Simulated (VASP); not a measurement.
Set up this calculation in VASP 6.6.1, as the native input.

- Task: single point
- Functional: PBE
- Potentials or basis: VASP PAW PBE potentials, release 64 (Be)
- Cutoff: 520 eV
- k mesh: 12 × 12 × 12
- Occupations: gaussian, width 0.1 eV
- Spin: no spin polarisation
- Dipole correction: no
- Further INCAR settings: ALGO = Fast; EDIFF = 1e-07; NBANDS = 15

The structure of Be lies in POSCAR:

```
Be
1.0
    0.0000000000      0.0000000000      2.1358157876
   -4.6096292717     -2.6613707009     -0.7119385959
    4.6096292717     -2.6613707009     -0.7119385959
Be
6
Direct
    0.9792200267      0.5793886629      0.7212359472
    0.2579840796      0.2787640528      0.8581527158
    0.3998313638      0.1418472842      0.4206113371
    0.0207799733      0.4206113371      0.2787640528
    0.7420159204      0.7212359472      0.1418472842
    0.6001686362      0.8581527158      0.5793886629
```

The input as run:

INCAR

```
SYSTEM = Be
ALGO     = Fast           ! electronic algorithm
EDIFF    = 1E-7           ! SCF threshold, eV
ENCUT    = 520            ! plane-wave cutoff, eV
GGA      = PE             ! functional
ISIF     = 2              ! what is computed and relaxed
ISMEAR   = 0              ! smearing method
LASPH    = .TRUE.         ! aspherical terms in the spheres
LCHARG   = .TRUE.         ! write CHGCAR
LELF     = .TRUE.         ! ELF
LREAL    = .FALSE.        ! projectors in reciprocal space
LVHAR    = .TRUE.       
LWAVE    = .FALSE.        ! write WAVECAR
NBANDS   = 15             ! bands
NELM     = 80             ! most SCF steps
PREC     = Accurate       ! precision mode
SIGMA    = 0.1            ! smearing width, eV
```

KPOINTS

```
k-points
0
G
  12 12 12
  0 0 0
```

Potentials or basis: VASP PAW PBE potentials, release 64 (Be).

The run is started by

```bash
$ cat potpaw_PBE.64/Be/POTCAR > POTCAR
$ mpirun -np 1 vasp_std > vasp.out
```

It gave:

- Pressure: 0.1 GPa
- Largest force: 0.030 eV/Å
- Band gap on the k mesh: zero (bands 6 and 7 overlap by 4.67 eV)

It took 2.4 min on 1 thread of Intel(R) Xeon(R) Platinum 8259CL CPU @ 2.50GHz (Skylake/Cascade Lake), on a shared host, peak memory 0.28 GiB.
